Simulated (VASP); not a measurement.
A run of VASP 6.6.1 is set up as follows.

The input INCAR:

```
PREC = Accurate
ENCUT = 520
EDIFF = 1E-6
ISMEAR = -1
SIGMA = 0.05
LREAL = F
LASPH = T
NELM = 60
ALGO = Normal
ISIF = 2
LWAVE = F
LCHARG = F
GGA = PS
NBANDS = 14
```

The input KPOINTS:

```
regular mesh
0
Gamma
  11 11 6
```

POSCAR

```
Re
1.0
    2.7608000000      0.0000000000      0.0000000000
   -1.3804000000      2.3909229348      0.0000000000
    0.0000000000      0.0000000000      4.4582000000
Re
2
Direct
    0.6666666667      0.3333333333      0.7500000000
    0.3333333333      0.6666666667      0.2500000000
```

Potentials or basis: VASP PAW PBE potentials, release 64 (Re).

Command:

```bash
$ cat potpaw_PBE.64/Re/POTCAR > POTCAR
$ mpirun -np 1 vasp_std > vasp.out
```

Question: What does it give for the pressure?

Answer: -4.3 GPa.

Question: Estimate the band gap on the k mesh.

Answer: Zero (bands 7 and 8 overlap by 3.06 eV).

Caveat: the cell stands under tension; the PAW data sets were made with another functional, which shifts forces and pressure a little; spin-orbit coupling is left out, which moves the levels of the heavy elements.
